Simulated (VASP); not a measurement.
# GaN (P6_3mc) in VASP: single point with r2SCAN

Aim: the single point of GaN with r2SCAN.

Everything below comes from runs of VASP 6.6.1. Logs are shortened: lines on timing, memory, paths and dates and some standing lists are left out, and cuts for length are marked.

## Step 1: The cell of the first run

Symmetry: P6_3mc, No. 186, hexagonal system. Conventional cell: a = 3.229 Å, b = 3.229 Å, c = 5.253 Å, α = 90.00°, β = 90.00°, γ = 120.00°. Within 2.6 Å of Ga (site symmetry 3m) lie 4 N at 1.97 to 1.98 Å. Within 2.6 Å of N (site symmetry 3m) lie 4 Ga at 1.97 to 1.98 Å.

## Step 2: Single point, r2SCAN

POSCAR

```
GaN
1.0
    1.6146090000      2.7965840000      0.0000000000
   -1.6146090000      2.7965840000      0.0000000000
    0.0000000000      0.0000000000      5.2527950000
Ga N
2 2
Direct
    0.6666700000      0.6666600000      0.0000000000
    0.3333400000      0.3333300000      0.5000000000
    0.6666700000      0.6666600000      0.3750000000
    0.3333400000      0.3333300000      0.8750000000
```

INCAR.step1

```
ALGO = Normal ; EDIFF = 1E-5
ENCUT = 1460 ; GGA = PE
GGA_COMPAT = F ; ISMEAR = -1
LASPH = T ; LCHARG = F
LREAL = F ; LWAVE = T
NBANDS = 26 ; NELM = 120
PREC = Accurate ; SIGMA = 0.0122
```

INCAR.step2

```
ALGO = Normal ; EDIFF = 1E-6
ENCUT = 1460 ; GGA_COMPAT = F
ISIF = 2 ; ISMEAR = -1
ISTART = 1 ; LASPH = T
LCHARG = F ; LMIXTAU = T
LREAL = F ; LWAVE = F
METAGGA = R2SCAN ; NBANDS = 26
NELM = 120 ; PREC = Accurate
SIGMA = 0.0122
```

KPOINTS

```
k-points
0
Gamma
  6 6 4
```

Potentials or basis: VASP PAW PBE potentials, release 64 (Ga_d, N_h).

The run is started by

```
$ cat potpaw_PBE.64/Ga_d/POTCAR potpaw_PBE.64/N_h/POTCAR > POTCAR
$ cp INCAR.step1 INCAR
$ mpirun -np 1 vasp_std > vasp.out
$ cp INCAR.step2 INCAR
$ mpirun -np 1 vasp_std > vasp.out
```

OUTCAR:

```text
EDIFF = 1E-6
   ENCUT = 1460
   ISIF = 2
   ISMEAR = -1
   ISTART = 1
   LASPH = T
   LREAL = F
   METAGGA = R2SCAN
   NELM = 120
   PREC = Accurate

 ion  position               nearest neighbor table
   1  0.667  0.667  0.000-   3 1.97   4 1.98   4 1.98   4 1.98
   2  0.333  0.333  0.500-   4 1.97   3 1.98   3 1.98   3 1.98
   3  0.667  0.667  0.375-   1 1.97   2 1.98   2 1.98   2 1.98
   4  0.333  0.333  0.875-   2 1.97   1 1.98   1 1.98   1 1.98

  LATTYP: Found a hexagonal cell.
 ALAT       =     3.2292172878
 C/A-ratio  =     1.6266465003

  Lattice vectors:

 A1 = (   1.6146090000,  -2.7965840000,   0.0000000000)
 A2 = (   1.6146090000,   2.7965840000,   0.0000000000)
 A3 = (   0.0000000000,   0.0000000000,   5.2527950000)

Analysis of symmetry for initial positions (statically):
=====================================================================
 Subroutine PRICEL returns:
 Original cell was already a primitive cell.

 Routine SETGRP: Setting up the symmetry group for a
 hexagonal supercell.

 Subroutine GETGRP returns: Found  4 space group operations
 (whereof  1 operations were pure point group operations)
 out of a pool of 24 trial point group operations.

The static configuration has the point symmetry C_1 .
 The point group associated with its full space group is C_2v.

Analysis of symmetry for dynamics (positions and initial velocities):
=====================================================================
 Subroutine PRICEL returns:
 Original cell was already a primitive cell.

 Routine SETGRP: Setting up the symmetry group for a
 hexagonal supercell.

 Subroutine GETGRP returns: Found  4 space group operations
 (whereof  1 operations were pure point group operations)
 out of a pool of 24 trial point group operations.

The dynamic configuration has the point symmetry C_1 .
 The point group associated with its full space group is C_2v.

 Subroutine INISYM returns: Found  4 space group operations
 (whereof  1 operations are pure point group operations),
 and found     1 'primitive' translations

----------------------------------------------------------------------------------------

                                     Primitive cell

  volume of cell :      47.4368

  direct lattice vectors                    reciprocal lattice vectors
[... 81 lines left out ...]
 SYSTEM =  unknown system
   PREC   = accura    normal or accurate (medium, high low for compatibility)
   ISTART =      1    job   : 0-new  1-cont  2-samecut
   ICHARG =      0    charge: 1-file 2-atom 10-const
   ISPIN  =      1    spin polarized calculation?
   LNONCOLLINEAR =      F non collinear calculations
   LSORBIT =      F    spin-orbit coupling
   LASPH  =      T    aspherical Exc in radial PAW
   ENCUT  = 1460.0 eV 107.31 Ry   10.36 a.u.  10.06 10.06 16.37*2*pi/ulx,y,z
   NELM   =    120;   NELMIN=  2; NELMDL=  0     # of ELM steps
   EDIFF  = 0.1E-05   stopping-criterion for ELM
   LREAL  =      F    real-space projection
[... 7 lines left out ...]
   TEBEG  =    0.0;   TEEND  =   0.0 temperature during run
   PSTRESS=    0.0 pullay stress
   NELECT =      36.0000    total number of electrons
   NUPDOWN=      -1.0000    fix difference up-down
   EMIN   =  10.00;   EMAX   =-10.00  energy-range for DOS
   EFERMI =   0.00;   METHOD = LEGACY
   ISMEAR =    -1;   SIGMA  =   0.01  broadening in eV -4-tet -1-fermi 0-gaus
   EFERMI_NEDOS =   21; number of points for ismear=-14 and -15
   IALGO  =     38    algorithm
   IMIX   =      4    mixing-type and parameters
     AMIX     =   0.40;   BMIX     =  1.00
     AMIX_MAG =   1.60;   BMIX_MAG =  1.00
  volume/ion in A,a.u.               =      11.86        80.03
  Fermi-wavevector in a.u.,A,eV,Ry     =   1.493266  2.821863 30.338850  2.229843
  Thomas-Fermi vector in A             =   2.605688
   LORBIT       =      0    0 simple, 1 ext, 2 COOP (PROOUT), +10 PAW based schemes
   METAGGA = R2SCAN    functional components
   LHFCALC =     F    Hartree Fock is set to
   AEXX    =    0.0000 exact exchange contribution
   IVDW    =     0    specifies the selected vdW correction
   LEPSILON=     F    determine dielectric tensor
   LRPA    =     F    only Hartree local field effects (RPA)
 non-spin polarized calculation
  energy-cutoff  :     1460.00
  volume of cell :       47.44
 maximum number of plane-waves:      6040
   NGX = 21   NGY = 21   NGZ = 33

 number of electron      36.0000001 magnetization

 Free energy of the ion-electron system (eV)
  ---------------------------------------------------
  ext. energy  EPLUGINS =         0.00000000
  ---------------------------------------------------
  free energy    TOTEN  =       -43.78770077 eV

  energy without entropy =      -43.78770077  energy(sigma->0) =      -43.78770077

 E-fermi :   5.2541     XC(G=0): -12.4097

 val. band max:        4.9503674066   @ k =   0.0000   0.0000   0.0000
 cond. band min:       6.9910222239   @ k =   0.0000   0.0000   0.0000
 fundamental gap:      2.0406548173
 Fermi energy:         5.2541423368

 k-point     1 :       0.0000    0.0000    0.0000
  band No.  band energies     occupation
      1     -11.5173      2.00000
      2     -10.6357      2.00000
      3      -8.8727      2.00000
      4      -8.8530      2.00000
      5      -8.8530      2.00000
      6      -8.7919      2.00000
[... 685 lines left out ...]
     25      17.3433      0.00000
     26      18.6780      0.00000

 [... further k-points ...]

------------------------ aborting loop because EDIFF is reached ----------------------------------------

  FORCE on cell =-STRESS in cart. coord.  units (eV):
  Direction    XX          YY          ZZ          XY          YZ          ZX
  --------------------------------------------------------------------------------------
  -------------------------------------------------------------------------------------
  Total       -2.0491683     -2.0484021     -1.6956504      0.0000000      0.0000000      0.0000000
  in kB      -69.2105852    -69.1847085    -57.2705324      0.0000000      0.0000000      0.0000000
  external PRESSURE =     -65.2219420 kB  Pullay stress =       0.0000000 kB

 VOLUME and BASIS-vectors are now :
 -----------------------------------------------------------------------------
  energy-cutoff  :     1460.00
  volume of cell :       47.44
      direct lattice vectors                 reciprocal lattice vectors
     1.614609000  2.796584000  0.000000000     0.309672497  0.178789552  0.000000000
    -1.614609000  2.796584000  0.000000000    -0.309672497  0.178789552  0.000000000
     0.000000000  0.000000000  5.252795000     0.000000000  0.000000000  0.190374839

 POSITION                                       TOTAL-FORCE (eV/Angst)
 -----------------------------------------------------------------------------------
      0.00002      3.72877      0.00000         0.000000      0.000199     -0.117008
      0.00002      1.86440      2.62640         0.000000     -0.000199     -0.117008
      0.00002      3.72877      1.96980         0.000000      0.000205      0.117008
      0.00002      1.86440      4.59620         0.000000     -0.000205      0.117008
 -----------------------------------------------------------------------------------
    total drift:                               -0.000000      0.000000      0.002134

  FREE ENERGIE OF THE ION-ELECTRON SYSTEM (eV)
  ---------------------------------------------------
  free  energy   TOTEN  =       -43.7877007731 eV

  energy  without entropy=      -43.7877007731  energy(sigma->0) =      -43.78770077
```

Run time: 6.5 min. Hardware: 1 thread of AMD EPYC 9R45 (Zen 5), shared host; peak memory 0.46 GiB.

What came out:

| Item | Value |
| --- | --- |
| Free energy | -43.7877 eV |
| Pressure | -6.5 GPa |
| Largest force | 0.117 eV/Å |
| Band gap on the k mesh | 2.04 eV |

Forces on the atoms (eV/Å):
```
Ga   0.000  0.000 -0.117
Ga   0.000  0.000 -0.117
N    0.000  0.000  0.117
N    0.000  0.000  0.117
```

Stress tensor (GPa, compression positive):
```
-6.92  0.00  0.00
 0.00 -6.92  0.00
 0.00  0.00 -5.73
```

Levels at points of the mesh, in eV from the valence-band top:
```tsv
k point	band 14	band 15	band 16	band 17	band 18	band 19	band 20	band 21	band 22	band 23
(0.00, 0.00, 0.00)	-1.03	-1.03	-0.06	0.00	0.00	2.04	4.53	9.69	10.32	10.32
(0.50, 0.00, 0.00)	-5.22	-4.14	-2.69	-2.16	-0.96	5.44	5.84	6.41	8.98	10.77
(0.50, 0.50, 0.00)	-5.22	-4.14	-2.69	-2.16	-0.96	5.44	5.84	6.41	8.98	10.77
(0.00, 0.00, 0.50)	-3.87	-0.53	-0.53	-0.53	-0.53	4.47	4.47	8.95	8.95	10.84
(0.50, 0.00, 0.50)	-6.50	-1.90	-1.90	-1.89	-1.89	4.73	4.73	8.15	8.15	10.49
(0.50, 0.50, 0.50)	-6.50	-1.90	-1.90	-1.89	-1.89	4.73	4.73	8.15	8.15	10.49
```

Caveat: the cell stands under tension; the PAW data sets were made with another functional, which shifts forces and pressure a little.
